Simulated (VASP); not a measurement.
The system is Si2Ni.

```
Si Ni
1.0
     0.00000    2.54883    2.54883
     2.54883    0.00000    2.54883
     2.54883    2.54883    0.00000
Si Ni
2 1
Direct
  0.25000 0.25000 0.25000
  0.75000 0.75000 0.75000
  0.00000 0.00000 0.00000
```

Base run:

```yaml
Program: VASP 6.6.1
Functional: PBE
Potentials_or_basis: VASP PAW PBE potentials, release 64 (Si, Ni)
Cutoff: 520 eV
k_mesh: 14 × 14 × 14
Occupations: gaussian, width 0.15 eV
Spin: collinear spin, ferromagnetic start
Starting_moments: "[0.0, 0.0, 1.0] μB"
Fixed_moment: 1 μB
```

Its results: pressure 51.0 GPa; site moments Si +0.13; Ni +0.45 μB.

Q: After a change of settings the same cell gave: pressure 47.2 GPa; site moments Si +0.06; Ni +0.24 μB. Which change was it?
A. fixed moment from 1 μB to 0.5 μB; moments at the start from [0.0, 0.0, 1.0] to [0.0, 0.0, 0.5]
B. fixed moment from 1 μB to 0.625 μB; moments at the start from [0.0, 0.0, 1.0] to [0.0, 0.0, 0.62]
C. fixed moment from 1 μB to 0.25 μB; moments at the start from [0.0, 0.0, 1.0] to [0.0, 0.0, 0.25]
D. fixed moment from 1 μB to 0.875 μB; moments at the start from [0.0, 0.0, 1.0] to [0.0, 0.0, 0.88]

A: A.

Caveats: the cell stands under pressure; the total moment is fixed, so each spin has its own Fermi level.
